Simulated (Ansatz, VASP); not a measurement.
**In2BiSb in VASP and in Ansatz**

Contents of INCAR:

```
SYSTEM = In2BiSb
  PREC = Accurate
  ENCUT = 520
  EDIFF = 1E-7
  ISMEAR = 0
  SIGMA = 0.05
  LREAL = .False.
  LASPH = .True.
  NELM = 80
  ALGO = Normal
  ISIF = 2
  LWAVE = .False.
  LCHARG = .False.
  GGA = PE
  NBANDS = 31
```

KPOINTS

```
Automatic mesh
0
Gamma
  4 4 4
  0 0 0
```

File POSCAR:

```
In2BiSb
1.0
    4.7129019346      0.0000000000      0.0000000000
    0.0000000000      4.7129019346      0.0000000000
    0.0000000000      0.0000000000      6.6420055272
Sb In Bi
1 2 1
Direct
    0.0000000000      0.0000000000      0.0000000000
    0.0000000000      0.5000000000      0.7566036936
    0.5000000000      0.0000000000      0.2433963064
    0.5000000000      0.5000000000      0.5000000000
```

Input for Ansatz:

```yaml
crystal:
  lattice:
    - [4.7129019346, 0.0, 0.0]
    - [0.0, 4.7129019346, 0.0]
    - [0.0, 0.0, 6.6420055272]
  atoms:
    - { symbol: Sb, position: [0.0, 0.0, 0.0] }
    - { symbol: In, position: [0.0, 0.5, 0.7566036936] }
    - { symbol: Bi, position: [0.5, 0.5, 0.5] }
    - { symbol: In, position: [0.5, 0.0, 0.2433963064] }
kpoints:
  mp_grid: { grid: [4, 4, 4] }
hamiltonian:
  xc: pbe
scf:
  occupations: { method: gaussian, width: 0.05 }
  n_extra_bands: 5
output:
  forces: true
  stress: true
  eigenvalues: true
```

Alike in both runs: task single point; functional PBE; k mesh 4 × 4 × 4; occupations gaussian, width 0.05 eV; no spin polarisation.

```csv
,VASP,Ansatz
version,VASP 6.6.1,Ansatz 0.2.0
potentials or method,"VASP PAW PBE potentials, release 64 (Sb, In_d, Bi_d)",plane waves
plane-wave cutoff (eV),520,420
valence electrons in the cell,46,56
```

Ansatz gave:

| Quantity | Value |
| --- | --- |
| pressure (GPa) | 1.6 |
| rms of the force components (eV/Å) | 0.008 |

Task: Which values does VASP return?

Result: Pressure (GPa): 1.5; rms of the force components (eV/Å): 0.009.

With one functional, cell and mesh, what is left measures potentials, basis and numerics. VASP's potentials hold 46 valence electrons a cell and Ansatz's 56, so a difference there can come from the potentials and not from the codes.

Spin-orbit coupling is off throughout.
